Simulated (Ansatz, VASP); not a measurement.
Two plane-wave programs on MgO

```
Mg O
1.0
     3.34530    0.00000    0.00000
    -1.67265    2.89711    0.00000
     0.00000    0.00000    4.28180
Mg O
2 2
Direct
  0.66667 0.33333 0.75000
  0.33333 0.66667 0.25000
  0.66667 0.33333 0.25000
  0.33333 0.66667 0.75000
```

Alike in both runs: task single point; functional PBE; k mesh 9 × 9 × 6; occupations gaussian, width 0.05 eV; no spin polarisation.

|  | VASP | Ansatz |
| --- | --- | --- |
| version | VASP 6.6.1 | Ansatz 0.2.0 |
| potentials or method | VASP PAW PBE potentials, release 64 (Mg, O), cutoff 520 eV | scalar-relativistic, plane waves, PAW |
| valence electrons in the cell | 16 | 32 |

Ansatz gave:

```
gap on the k mesh at the Fermi level (eV)                     : 3.71
least direct gap on the mesh (eV)                             : 3.71
pressure (GPa)                                                : 14.7
traceless stress, the component that is largest in VASP (GPa) : -8.90
```

**Question.** Which values does VASP return?

**Answer.** gap on the k mesh at the Fermi level (eV): 3.69; least direct gap on the mesh (eV): 3.69; pressure (GPa): 14.2; traceless stress, the component that is largest in VASP (GPa): -9.15.

With one functional, cell and mesh, what is left measures potentials, basis and numerics. VASP's potentials hold 16 valence electrons a cell and Ansatz's 32, so a difference there can come from the potentials and not from the codes.
